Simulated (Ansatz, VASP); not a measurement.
Fe2Ir in VASP and in Ansatz

The input INCAR:

```
  PREC = Accurate
  ENCUT = 600
  EDIFF = 1E-7
  ISMEAR = 0
  SIGMA = 0.1
  LREAL = False
  LASPH = True
  NELM = 100
  ALGO = Normal
  ISIF = 3
  LWAVE = False
  LCHARG = False
  GGA = PE
  IBRION = 2
  NSW = 100
  EDIFFG = -0.01
```

Contents of KPOINTS:

```
Automatic mesh
0
Gamma
  14 14 14
```

The input POSCAR:

```
Fe2Ir
1.0
    0.0000000000      2.7768313598      2.7768313598
    2.7768313598      0.0000000000      2.7768313598
    2.7768313598      2.7768313598      0.0000000000
Fe Ir
2 1
Direct
    0.2500000000      0.2500000000      0.2500000000
    0.7500000000      0.7500000000      0.7500000000
    0.0000000000      0.0000000000      0.0000000000
```

Input for Ansatz:

```yaml
crystal:
  lattice:
    - [0.0, 2.7768313598, 2.7768313598]
    - [2.7768313598, 0.0, 2.7768313598]
    - [2.7768313598, 2.7768313598, 0.0]
  atoms:
    - { symbol: Fe, position: [0.25, 0.25, 0.25] }
    - { symbol: Fe, position: [0.75, 0.75, 0.75] }
    - { symbol: Ir, position: [0.0, 0.0, 0.0] }
basis:
  ecutwfc: 420
kpoints:
  mp_grid: { grid: [14, 14, 14] }
hamiltonian:
  xc: pbe
scf:
  occupations: { method: gaussian, width: 0.1 }
output:
  forces: true
  stress: true
  eigenvalues: true
relax:
  adjacent_minimum: "off"
  f_tol: 0.01
  max_steps: 80
  cell: { stress_tol: 0.05 }
```

Alike in both runs: task relaxation of cell and atoms; functional PBE; k mesh 14 × 14 × 14; occupations gaussian, width 0.1 eV; no spin polarisation.

```csv
,VASP,Ansatz
version,VASP 6.6.1,Ansatz 0.2.0
potentials or method,"VASP PAW PBE potentials, release 64 (Fe, Ir), cutoff 600 eV","scalar-relativistic, plane waves, PAW"
valence electrons in the cell,25,49
```

|  | VASP | Ansatz | Ansatz less VASP |
| --- | --- | --- | --- |
| gap on the k mesh at the Fermi level, each at its own relaxed structure (eV) | none | none | - |
| relaxed volume (Å³/atom) | 14.27 | 14.30 | +0.024 |
| relaxed length of the cell vector where the two differ most in proportion (Å) | 3.927 | 3.929 | +0.0022 |

A gap of «none» marks a metal or a gap that the smearing closes. VASP's potentials hold 25 valence electrons a cell and Ansatz's 49, so a difference there can come from the potentials and not from the codes.

Neither program's run includes spin-orbit coupling. Noted on VASP's run: the relaxation stopped at its first step, so nothing moved.
